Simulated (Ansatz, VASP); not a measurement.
Ti2Si3 in VASP and in Ansatz

```
CELL_PARAMETERS angstrom
3.52841 0.00000 0.00000
0.00000 3.56456 0.00000
0.00000 0.00000 24.54334
ATOMIC_POSITIONS crystal
Ti 0.50000 0.25000 0.31248
Ti 0.50000 0.75000 0.41863
Ti 0.00000 0.25000 0.58138
Ti 0.00000 0.75000 0.68752
Si 0.00000 0.75000 0.31826
Si 0.00000 0.25000 0.39008
Si 0.50000 0.25000 0.49932
Si 0.00000 0.75000 0.50068
Si 0.50000 0.75000 0.60992
Si 0.50000 0.25000 0.68174
```

Alike in both runs: functional r2SCAN; k mesh 10 × 10 × 1; occupations gaussian, width 0.1 eV; no spin polarisation.

Ansatz relaxed the structure, and its values are those at the end. VASP's run is a single point on that final structure, the one shown.

|  | VASP | Ansatz |
| --- | --- | --- |
| version | VASP 6.6.1 | Ansatz 0.2.0 |
| potentials or method | VASP PAW PBE potentials, release 64 (Ti_sv, Si), cutoff 520 eV | scalar-relativistic, plane waves, PAW |
| valence electrons in the cell | 72 | 72 |

```tsv
	VASP	Ansatz	Ansatz less VASP
gap on the k mesh at the Fermi level (eV)	none	none	-
rms of the force components (eV/Å)	0.007	0.001	-0.0065
```

VASP's potentials were made for PBE, not for r2SCAN. A gap of «none» marks a metal or a gap that the smearing closes. With one functional, cell and mesh, what is left measures potentials, basis and numerics. Ansatz's warnings: xc potential rough in thin density.
